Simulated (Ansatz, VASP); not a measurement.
One calculation of SnO2, two programs

```xyz
6
Lattice="4.3061 0.0000 0.0000 0.0000 4.3061 0.0000 0.0000 0.0000 3.0561" Properties=species:S:1:pos:R:3 pbc="T T T"
Sn    2.1531    2.1531    1.5280
Sn    0.0000    0.0000    0.0000
O     0.8359    3.4702    1.5280
O     3.4702    0.8359    1.5280
O     1.3172    1.3172    0.0000
O     2.9889    2.9889    0.0000
```

Alike in both runs: task single point; functional r2SCAN; k mesh 6 × 6 × 10; occupations gaussian, width 0.02 eV; no spin polarisation.

```csv
,VASP,Ansatz
version,VASP 6.6.1,Ansatz 0.2.0
potentials or method,"VASP PAW PBE potentials, release 64 (Sn_d, O), cutoff 520 eV","scalar-relativistic, plane waves, PAW"
valence electrons in the cell,52,52
```

```tsv
	VASP	Ansatz	Ansatz less VASP
gap on the k mesh at the Fermi level (eV)	5.03	4.98	-0.052
least direct gap on the mesh (eV)	5.03	4.98	-0.052
rms of the force components (eV/Å)	0.010	0.000	-0.0100
```

VASP's potentials were made for PBE, not for r2SCAN. Atom by atom the forces differ by 0.010 eV/Å (rms over components). With one functional, cell and mesh, what is left measures potentials, basis and numerics.
